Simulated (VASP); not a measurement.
A run of VASP 6.6.1 is set up as follows.

POSCAR

```
Bi
1.0
    4.5633158640      0.0000000000      0.0000000000
    0.0000000000      4.4339873756      0.0000000000
   -0.3389107918      0.0000000000      6.3790138673
Bi
4
Direct
    0.2513749200      0.2500000000      0.7487333800
    0.7486250800      0.7500000000      0.2512666200
    0.2498876900      0.2500000000      0.2488803300
    0.7501123100      0.7500000000      0.7511196700
```

File INCAR.step1:

```
PREC     = Accurate       # precision mode
ENCUT    = 520            # plane-wave cutoff, eV
ISMEAR   = -1             # smearing method
SIGMA    = 0.05           # smearing width, eV
LREAL    = F              # projectors in reciprocal space
LASPH    = T              # aspherical terms in the spheres
NELM     = 80             # most SCF steps
NBANDS   = 38             # bands
GGA      = PE             # functional
ALGO     = Normal         # electronic algorithm
EDIFF    = 1E-4           # SCF threshold, eV
LWAVE    = T              # write WAVECAR
LCHARG   = F              # write CHGCAR
```

File INCAR.step2:

```
PREC     = Accurate       # precision mode
ENCUT    = 520            # plane-wave cutoff, eV
EDIFF    = 1E-6           # SCF threshold, eV
ISMEAR   = -1             # smearing method
SIGMA    = 0.05           # smearing width, eV
LREAL    = F              # projectors in reciprocal space
LASPH    = T              # aspherical terms in the spheres
NELM     = 80             # most SCF steps
ALGO     = Normal         # electronic algorithm
ISIF     = 2              # what is computed and relaxed
LWAVE    = F              # write WAVECAR
LCHARG   = F              # write CHGCAR
METAGGA  = R2SCAN         # meta-GGA
LMIXTAU  = T            
NBANDS   = 38             # bands
ISTART   = 1
```

File KPOINTS:

```
Automatic mesh
0
Gamma
  6 6 4
```

Potentials or basis: VASP PAW PBE potentials, release 64 (Bi_d).

Launch:

```sh
$ cat potpaw_PBE.64/Bi_d/POTCAR > POTCAR
$ cp INCAR.step1 INCAR
$ mpirun -np 1 vasp_std > vasp.out
$ cp INCAR.step2 INCAR
$ mpirun -np 1 vasp_std > vasp.out
```

Q: Estimate the band gap on the k mesh.

A: Zero (bands 30 and 31 overlap by 0.41 eV).

Q: What does it give for the pressure?

A: 3.8 GPa.

Forces in eV/Å, atoms in the order of the input:
```
Bi  -0.008  0.000 -0.001
Bi   0.008  0.000  0.001
Bi  -0.008  0.000  0.001
Bi   0.008  0.000 -0.001
```

Caveat: the cell stands under pressure; the PAW data sets were made with another functional, which shifts forces and pressure a little; spin-orbit coupling is left out, which moves the levels of the heavy elements.
